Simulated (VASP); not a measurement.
Here is a VASP 6.6.1 calculation.

Contents of INCAR:

```
PREC = Accurate ; ENCUT = 600
EDIFF = 1E-6 ; ISMEAR = -1
SIGMA = 0.001 ; LREAL = F
LASPH = T ; NELM = 120
ALGO = Normal ; ISIF = 2
LWAVE = F ; LCHARG = F
GGA = PE ; NBANDS = 90
GGA_COMPAT = F
```

KPOINTS

```
regular mesh
0
Gamma
  4 4 4
```

The input POSCAR:

```
FeBiOs3
1.0
    3.0760880000      5.3279360000      0.0000000000
   -3.0760880000      5.3279360000      0.0000000000
    0.0000000000     -3.5519580000      5.0893740000
Bi Fe Os
2 2 6
Direct
    0.0000000000      0.0000000000      0.0000000000
    0.5000000000      0.5000000000      0.5000000000
    0.2212000000      0.2212000000      0.6636000000
    0.7212000000      0.7212000000      0.1636000000
    0.3973000000      0.5233000000      0.8629000000
    0.9423000000      0.3973000000      0.8629000000
    0.5233000000      0.9423000000      0.8629000000
    0.4423000000      0.0233000000      0.3629000000
    0.0233000000      0.8973000000      0.3629000000
    0.8973000000      0.4423000000      0.3629000000
```

Potentials or basis: VASP PAW PBE potentials, release 64 (Bi_d, Fe_sv, Os_sv_GW).

The run is started by

```bash
$ cat potpaw_PBE.64/Bi_d/POTCAR potpaw_PBE.64/Fe_sv/POTCAR potpaw_PBE.64/Os_sv_GW/POTCAR > POTCAR
$ mpirun -np 1 vasp_std > vasp.out
```

(1) Estimate the pressure.

(2) What does it give for the largest force?

(3) Predict the band gap on the k mesh.

## Answers

(1) 28.5 GPa.

(2) 5.790 eV/Å.

(3) zero (bands 79 and 80 overlap by 0.24 eV).

Caveat: the cell stands under pressure; spin-orbit coupling is left out, which moves the levels of the heavy elements; the run has no spin polarisation, though such a crystal can be magnetic; forces of over 1 eV/Å act on the atoms, so gaps and moduli don't describe the material at rest.
